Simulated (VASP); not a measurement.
Write the native input for VASP 6.6.1 that does the following.

```
Task                   : single point
Functional             : PBE
Potentials or basis    : VASP PAW PBE potentials, release 64 (Si, S)
Cutoff                 : 520 eV
k mesh                 : 7 × 5 × 1
Occupations            : gaussian, width 0.05 eV
Spin                   : collinear spin
Starting moments       : [0.0, 0.0, 0.0, 0.0, 0.0, 0.0, 2.0] μB
Dipole correction      : yes
Further INCAR settings : ALGO = Normal; EDIFF = 1e-06; NBANDS = 28
```

The structure of Si6S lies in POSCAR:

```
Si6S
1.0
    3.8675355695      0.0000000000      0.0000000000
    0.0000000000      5.4695212554      0.0000000000
    0.0000000000      0.0000000000     19.2238421361
Si S
6 1
Direct
    0.5000000000      0.0000000000      0.2080749505
    0.0000000000      0.2500000000      0.2080749505
    0.0000000000      0.5024402202      0.3062860998
    0.5000000000      0.7475597798      0.3062860998
    0.5000000000      0.0098635024      0.4017845174
    0.0000000000      0.2401364976      0.4017845174
    1.0000000000      0.8431968357      0.4661982620
```

These files were run (other wordings do the same):

INCAR

```
SYSTEM = Si6S
PREC = Accurate
ENCUT = 520
EDIFF = 1E-6
ISMEAR = 0
SIGMA = 0.05
LREAL = .FALSE.
LASPH = .TRUE.
NELM = 150
ALGO = Normal
ISIF = 2
LWAVE = .FALSE.
LCHARG = .FALSE.
ISPIN = 2
MAGMOM = 0 0 0 0 0 0 2
LORBIT = 11
LDIPOL = .TRUE.
IDIPOL = 3
DIPOL = 0.5 0.5 0.328
GGA = PE
NBANDS = 28
```

KPOINTS

```
Automatic mesh
0
G
  7 5 1
  0 0 0
```

Potentials or basis: VASP PAW PBE potentials, release 64 (Si, S).

Command:

```bash
$ cat potpaw_PBE.64/Si/POTCAR potpaw_PBE.64/S/POTCAR > POTCAR
$ mpirun -np 1 vasp_std > vasp.out
```

Results of the run:

```
Largest force                                         : 0.832 eV/Å
Net moment                                            : 0.30 μB per cell
Site moments                                          : Si +0.16, -0.02, +0.00, -0.03 (each value once); S -0.02 μB
Valence electrons inside the program's atomic spheres : Si 1.63, 1.68, 1.59, 1.64 (each value once); S 3.62
```

Caveat: a moment this small can come from the mesh or the smearing.

Wall time 15 min on 1 thread of Oxide Virtual Turin-like Processor, with other jobs on the host, peak memory 0.65 GiB.
